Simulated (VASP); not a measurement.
# Al2O3 (R-3c) in VASP: notebook

Runs on Al2O3. Level: PBE. Tasks: single point, relaxation of cell and atoms.

All numbers are computed with VASP 6.6.1; they aren't measurements. Logs are shortened: lines on timing, memory, paths and dates and some standing lists are left out, and cuts for length are marked.

**Measured values to compare with.**

“Multi-petahertz electron interference in Cr:Al2O3 solid-state material”, 2018, pmc:5906618 quotes, for a bulk crystal of Al2O3: band gap 8.7 eV (optical).

The results are compared with them further down.

## 1. The cell of the first run

The structure is trigonal, space group R-3c (No. 167). The conventional cell has a = 4.809 Å, b = 4.809 Å, c = 13.124 Å, α = 90.00°, β = 90.00°, γ = 120.00°. Al (site symmetry 3) has 6 O at 1.87 to 1.99 Å within 2.5 Å. O (site symmetry 2) has 4 Al at 1.87 to 1.99 Å and 12 O at 2.55 to 2.90 Å within 2.9 Å.

## 2. Single point, PBE

Contents of INCAR:

```
ALGO = Normal
EDIFF = 1E-6
ENCUT = 520
GGA = PE
ISIF = 2
ISMEAR = 0
LASPH = T
LCHARG = F
LREAL = F
LWAVE = F
NBANDS = 35
NELM = 60
PREC = Accurate
SIGMA = 0.01
```

Contents of KPOINTS:

```
k-points
0
Gamma
  5 5 5
```

Contents of POSCAR:

```
Al2O3
1.0
    2.4043532574      1.3881540004      4.3745190155
   -2.4043532574      1.3881540004      4.3745190155
    0.0000000000     -2.7763080008      4.3745190155
Al O
4 6
Direct
    0.3521476781      0.3521476781      0.3521476781
    0.1478523219      0.1478523219      0.1478523219
    0.6478523219      0.6478523219      0.6478523219
    0.8521476781      0.8521476781      0.8521476781
    0.5561754433      0.9438245567      0.2500000000
    0.2500000000      0.5561754433      0.9438245567
    0.9438245567      0.2500000000      0.5561754433
    0.4438245567      0.0561754433      0.7500000000
    0.7500000000      0.4438245567      0.0561754433
    0.0561754433      0.7500000000      0.4438245567
```

Potentials or basis: VASP PAW PBE potentials, release 64 (Al, O).

Launch:

```sh
$ cat potpaw_PBE.64/Al/POTCAR potpaw_PBE.64/O/POTCAR > POTCAR
$ mpirun -np 1 vasp_std > vasp.out
```

OUTCAR:

```text
EDIFF = 1E-6
   ENCUT = 520
   GGA = PE
   ISIF = 2
   ISMEAR = 0
   LASPH = T
   LREAL = F
   NELM = 60
   PREC = Accurate

 ion  position               nearest neighbor table
   1  0.352  0.352  0.352-  10 1.87   8 1.87   9 1.87   5 1.99   7 1.99   6 1.99   2 2.68   3 2.82
                             3 2.82   3 2.82   2 3.25   2 3.25   2 3.25
   2  0.148  0.148  0.148-   9 1.87   8 1.87  10 1.87   5 1.99   7 1.99   6 1.99   1 2.68   4 2.82
                             4 2.82   4 2.82   1 3.25   1 3.25   1 3.25
   3  0.648  0.648  0.648-   7 1.87   5 1.87   6 1.87   8 1.99   9 1.99  10 1.99   4 2.68   1 2.82
                             1 2.82   1 2.82   4 3.25   4 3.25   4 3.25
   4  0.852  0.852  0.852-   6 1.87   5 1.87   7 1.87   8 1.99   9 1.99  10 1.99   3 2.68   2 2.82
                             2 2.82   2 2.82   3 3.25   3 3.25   3 3.25
   5  0.556  0.944  0.250-   3 1.87   4 1.87   1 1.99   2 1.99
   6  0.250  0.556  0.944-   4 1.87   3 1.87   1 1.99   2 1.99
   7  0.944  0.250  0.556-   3 1.87   4 1.87   1 1.99   2 1.99
   8  0.444  0.056  0.750-   1 1.87   2 1.87   3 1.99   4 1.99
   9  0.750  0.444  0.056-   2 1.87   1 1.87   3 1.99   4 1.99
  10  0.056  0.750  0.444-   1 1.87   2 1.87   3 1.99   4 1.99

  LATTYP: Found a trigonal (rhomboedric) cell.
 ALAT       =     5.1811487850
 COS(alpha) =     0.5693004475

  Lattice vectors:

 A1 = (   2.4043532574,   1.3881540004,   4.3745190155)
 A2 = (  -2.4043532574,   1.3881540004,   4.3745190155)
 A3 = (   0.0000000000,  -2.7763080008,   4.3745190155)

Analysis of symmetry for initial positions (statically):
=====================================================================
 Subroutine PRICEL returns:
 Original cell was already a primitive cell.

 Routine SETGRP: Setting up the symmetry group for a
 trigonal (rhombohedral) supercell.

 Subroutine GETGRP returns: Found 12 space group operations
 (whereof  6 operations were pure point group operations)
 out of a pool of 12 trial point group operations.

The static configuration has the point symmetry S_6 .
 The point group associated with its full space group is D_3d.

Analysis of symmetry for dynamics (positions and initial velocities):
=====================================================================
 Subroutine PRICEL returns:
 Original cell was already a primitive cell.

 Routine SETGRP: Setting up the symmetry group for a
 trigonal (rhombohedral) supercell.

 Subroutine GETGRP returns: Found 12 space group operations
 (whereof  6 operations were pure point group operations)
 out of a pool of 12 trial point group operations.

The dynamic configuration has the point symmetry S_6 .
 The point group associated with its full space group is D_3d.

 Subroutine INISYM returns: Found 12 space group operations
 (whereof  6 operations are pure point group operations),
 and found     1 'primitive' translations

----------------------------------------------------------------------------------------

                                     Primitive cell

  volume of cell :      87.6027

  direct lattice vectors                    reciprocal lattice vectors
     2.404353257  1.388154000  4.374519015     0.207956131  0.120063528  0.076198853
    -2.404353257  1.388154000  4.374519015    -0.207956131  0.120063528  0.076198853
     0.000000000 -2.776308001  4.374519015     0.000000000 -0.240127056  0.076198853

  length of vectors
     5.181148785  5.181148785  5.181148785     0.251927109  0.251927109  0.251927109

  position of ions in fractional coordinates (direct lattice)
     0.352147678  0.352147678  0.352147678
     0.147852322  0.147852322  0.147852322
     0.647852322  0.647852322  0.647852322
     0.852147678  0.852147678  0.852147678
     0.556175443  0.943824557  0.250000000
     0.250000000  0.556175443  0.943824557
     0.943824557  0.250000000  0.556175443
     0.443824557  0.056175443  0.750000000
     0.750000000  0.443824557  0.056175443
     0.056175443  0.750000000  0.443824557

  ion indices of the primitive-cell ions
   primitive index   ion index
                 1           1
                 2           2
                 3           3
                 4           4
                 5           5
                 6           6
                 7           7
                 8           8
                 9           9
                10          10

----------------------------------------------------------------------------------------

 KPOINTS: k-points

Automatic generation of k-mesh.
 Grid dimensions read from file:
 generate k-points for:    5    5    5

 Generating k-lattice:

  Cartesian coordinates                     Fractional coordinates (reciprocal lattice)
     0.041591226  0.024012706  0.015239771     0.200000000  0.000000000  0.000000000
    -0.041591226  0.024012706  0.015239771     0.000000000  0.200000000  0.000000000
     0.000000000 -0.048025411  0.015239771     0.000000000  0.000000000  0.200000000

  Length of vectors
     0.050385422  0.050385422  0.050385422

  Shift w.r.t. Gamma in fractional coordinates (k-lattice)
     0.000000000  0.000000000  0.000000000

 Subroutine IBZKPT returns following result:
 ===========================================

 Found     19 irreducible k-points:

 Following reciprocal coordinates:
            Coordinates               Weight
  0.000000  0.000000  0.000000      1.000000
  0.200000  0.000000  0.000000      6.000000
  0.400000  0.000000  0.000000      6.000000
  0.200000  0.200000  0.000000      6.000000
  0.400000  0.200000  0.000000     12.000000
 -0.400000  0.200000 -0.000000     12.000000
[... 11 lines left out ...]
  0.400000  0.400000  0.400000      2.000000
 -0.400000  0.400000  0.400000      6.000000
   k-points           NKPTS =     19   k-points in BZ     NKDIM =     19   number of bands    NBANDS=     35
   number of dos      NEDOS =    301   number of ions     NIONS =     10
   total plane-waves  NPLWV =  64000
   dimension x,y,z NGX =    40 NGY =   40 NGZ =   40
   dimension x,y,z NGXF=    80 NGYF=   80 NGZF=   80
   ions per type =               4   6
   NGX,Y,Z   is equivalent  to a cutoff of  12.83, 12.83, 12.83 a.u.
   NGXF,Y,Z  is equivalent  to a cutoff of  25.67, 25.67, 25.67 a.u.
 SYSTEM =  unknown system
   PREC   = accura    normal or accurate (medium, high low for compatibility)
   ISTART =      0    job   : 0-new  1-cont  2-samecut
   ICHARG =      2    charge: 1-file 2-atom 10-const
   ISPIN  =      1    spin polarized calculation?
   LNONCOLLINEAR =      F non collinear calculations
   LSORBIT =      F    spin-orbit coupling
   LASPH  =      T    aspherical Exc in radial PAW
   ENCUT  =  520.0 eV  38.22 Ry    6.18 a.u.   9.63  9.63  9.63*2*pi/ulx,y,z
   NELM   =     60;   NELMIN=  2; NELMDL= -5     # of ELM steps
   EDIFF  = 0.1E-05   stopping-criterion for ELM
   LREAL  =      F    real-space projection
   EDIFFG = 0.1E-04   stopping-criterion for IOM
   NSW    =      0    number of steps for IOM
   IBRION =     -1    ionic relax: 0-MD 1-quasi-New 2-CG
   NFREE  =      0    steps in history (QN), initial steepest desc. (CG)
   ISIF   =      2    stress and relaxation
   ISYM   =      2    0-nonsym 1-usesym 2-fastsym
   POTIM  = 0.5000    time-step for ionic-motion
   TEBEG  =    0.0;   TEEND  =   0.0 temperature during run
   PSTRESS=    0.0 pullay stress
   NELECT =      48.0000    total number of electrons
   NUPDOWN=      -1.0000    fix difference up-down
   EMIN   =  10.00;   EMAX   =-10.00  energy-range for DOS
   EFERMI =   0.00;   METHOD = LEGACY
   ISMEAR =     0;   SIGMA  =   0.01  broadening in eV -4-tet -1-fermi 0-gaus
   EFERMI_NEDOS =   21; number of points for ismear=-14 and -15
   IALGO  =     38    algorithm
   IMIX   =      4    mixing-type and parameters
     AMIX     =   0.40;   BMIX     =  1.00
     AMIX_MAG =   1.60;   BMIX_MAG =  1.00
  volume/ion in A,a.u.               =       8.76        59.12
  Fermi-wavevector in a.u.,A,eV,Ry     =   1.339623  2.531521 24.416894  1.794591
  Thomas-Fermi vector in A             =   2.468001
   LORBIT       =      0    0 simple, 1 ext, 2 COOP (PROOUT), +10 PAW based schemes
   GGA     = PE    functional components
   LHFCALC =     F    Hartree Fock is set to
   AEXX    =    0.0000 exact exchange contribution
   IVDW    =     0    specifies the selected vdW correction
   LEPSILON=     F    determine dielectric tensor
   LRPA    =     F    only Hartree local field effects (RPA)
 non-spin polarized calculation
 Gauss-broadening in eV      SIGMA  =   0.01
  energy-cutoff  :      520.00
  volume of cell :       87.60
 maximum number of plane-waves:      2379
   NGX = 19   NGY = 19   NGZ = 19

 number of electron      48.0000008 magnetization

 Free energy of the ion-electron system (eV)
  ---------------------------------------------------
  ext. energy  EPLUGINS =         0.00000000
  ---------------------------------------------------
  free energy    TOTEN  =       -74.81224878 eV

  energy without entropy =      -74.81224878  energy(sigma->0) =      -74.81224878

 E-fermi :   5.8485     XC(G=0): -11.5381

 val. band max:        5.7999259979   @ k =   0.0000   0.0000   0.0000
 cond. band min:      11.6468859789   @ k =   0.0000   0.0000   0.0000
 fundamental gap:      5.8469599810
 Fermi energy:         5.8485396456

 k-point     1 :       0.0000    0.0000    0.0000
  band No.  band energies     occupation
      1     -13.2135      2.00000
      2     -10.9929      2.00000
      3     -10.7300      2.00000
      4     -10.7300      2.00000
      5     -10.4235      2.00000
      6     -10.4235      2.00000
[... 27 lines left out ...]
     34      18.9413      0.00000
     35      20.1409      0.00000

 k-point     2 :       0.2000    0.0000    0.0000
  band No.  band energies     occupation
      1     -13.0165      2.00000
      2     -11.1189      2.00000
      3     -10.8102      2.00000
      4     -10.7634      2.00000
      5     -10.5137      2.00000
      6     -10.4407      2.00000
[... 638 lines left out ...]
 k-point    19 :      -0.4000    0.4000    0.4000
  band No.  band energies     occupation
      1     -12.2241      2.00000
      2     -12.0233      2.00000
      3     -10.9841      2.00000
      4     -10.8181      2.00000
      5     -10.4935      2.00000
      6     -10.4315      2.00000
[... 27 lines left out ...]
     34      18.7909      0.00000
     35      19.7537      0.00000

------------------------ aborting loop because EDIFF is reached ----------------------------------------

  FORCE on cell =-STRESS in cart. coord.  units (eV):
  Direction    XX          YY          ZZ          XY          YZ          ZX
  --------------------------------------------------------------------------------------
  -------------------------------------------------------------------------------------
  Total       -0.0697779     -0.0697779     -0.0897935      0.0000000      0.0000000     -0.0000000
  in kB       -1.2761769     -1.2761769     -1.6422460      0.0000000      0.0000000     -0.0000000
  external PRESSURE =      -1.3981999 kB  Pullay stress =       0.0000000 kB

 VOLUME and BASIS-vectors are now :
 -----------------------------------------------------------------------------
  energy-cutoff  :      520.00
  volume of cell :       87.60
      direct lattice vectors                 reciprocal lattice vectors
     2.404353257  1.388154000  4.374519015     0.207956131  0.120063528  0.076198853
    -2.404353257  1.388154000  4.374519015    -0.207956131  0.120063528  0.076198853
     0.000000000 -2.776308001  4.374519015     0.000000000 -0.240127056  0.076198853

 POSITION                                       TOTAL-FORCE (eV/Angst)
 -----------------------------------------------------------------------------------
      0.00000      0.00000      4.62143         0.000000     -0.000000      0.003717
      0.00000      0.00000      1.94035         0.000000      0.000000     -0.003717
      0.00000      0.00000      8.50213         0.000000      0.000000     -0.003717
      0.00000      0.00000     11.18321         0.000000      0.000000      0.003717
     -0.93205      1.38815      7.65541        -0.000543     -0.000000      0.000000
     -0.73615     -1.50125      7.65541         0.000272     -0.000471      0.000000
      1.66820      0.11310      7.65541         0.000272      0.000471      0.000000
      0.93205     -1.38815      5.46815         0.000543     -0.000000      0.000000
      0.73615      1.50125      5.46815        -0.000272      0.000471      0.000000
     -1.66820     -0.11310      5.46815        -0.000272     -0.000471      0.000000
 -----------------------------------------------------------------------------------
    total drift:                               -0.000000      0.000000     -0.000000

  FREE ENERGIE OF THE ION-ELECTRON SYSTEM (eV)
  ---------------------------------------------------
  free  energy   TOTEN  =       -74.8122487821 eV

  energy  without entropy=      -74.8122487821  energy(sigma->0) =      -74.81224878
```

Wall time 2.1 min (1 thread of Intel Xeon 8259CL, shared host); peak memory 0.24 GiB.

What came out:

| Quantity | Value |
| --- | --- |
| Free energy | -74.8122 eV |
| Pressure | -0.1 GPa |
| Largest force | 0.004 eV/Å |
| Band gap on the k mesh | 5.85 eV |

Forces on the atoms (eV/Å):
```
Al   0.000  0.000  0.004
Al   0.000  0.000 -0.004
Al   0.000  0.000 -0.004
Al   0.000  0.000  0.004
O   -0.001  0.000  0.000
O    0.000  0.000  0.000
O    0.000  0.000  0.000
O    0.001  0.000  0.000
O    0.000  0.000  0.000
O    0.000  0.000  0.000
```

(Part 1 of 2 ends here.)
